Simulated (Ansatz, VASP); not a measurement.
**Be: VASP beside Ansatz**

Contents of INCAR:

```
PREC     = Accurate       # precision mode
ENCUT    = 520            # plane-wave cutoff, eV
EDIFF    = 1E-6           # SCF threshold, eV
ISMEAR   = -1             # smearing method
SIGMA    = 0.1            # smearing width, eV
LREAL    = F              # projectors in reciprocal space
LASPH    = T              # aspherical terms in the spheres
NELM     = 80             # most SCF steps
ALGO     = Normal         # electronic algorithm
ISIF     = 2              # what is computed and relaxed
LWAVE    = F              # write WAVECAR
LCHARG   = F              # write CHGCAR
GGA      = RE             # functional
NBANDS   = 7              # bands
```

Contents of KPOINTS:

```
Automatic mesh
0
Gamma
  16 16 16
```

The input POSCAR:

```
Be
1.0
    2.2178904829      0.0000000000      0.0000000000
    0.0000000000      2.2178904829      0.0000000000
    0.0000000000      0.0000000000      2.2178904829
Be
1
Direct
    0.0000000000      0.0000000000      0.0000000000
```

Input for Ansatz:

```yaml
crystal:
  lattice:
    - [2.2178904829, 0.0, 0.0]
    - [0.0, 2.2178904829, 0.0]
    - [0.0, 0.0, 2.2178904829]
  atoms:
    - { symbol: Be, position: [0.0, 0.0, 0.0] }
hamiltonian:
  xc: revpbe
  pseudopotentials:
    kind: paw
    azcp:
      Be: "pseudopotentials/Be.paw.azcp"
basis:
  ecutwfc: 420
  fft_grid_basis: typed
kpoints:
  mp_grid: { grid: [16, 16, 16], shift: [0, 0, 0] }
magnetization:
  spin_polarized: false
scf:
  occupations: { method: fermi_dirac, width: 0.1 }
  lower_state_search: "off"
output:
  stress: true
```

Alike in both runs: task single point; functional revPBE; k mesh 16 × 16 × 16; occupations fermi-dirac, width 0.1 eV; no spin polarisation.

```csv
,VASP,Ansatz
version,VASP 6.6.1,Ansatz 0.2.0
potentials or method,"VASP PAW PBE potentials, release 64 (Be), cutoff 520 eV","plane waves (420 eV) with PAW, scalar-relativistic"
valence electrons in the cell,2,2
```

|  | VASP | Ansatz | Ansatz less VASP |
| --- | --- | --- | --- |
| pressure (GPa) | -2.6 | -2.6 | +0.01 |

VASP's potentials were made for PBE, not for revPBE.
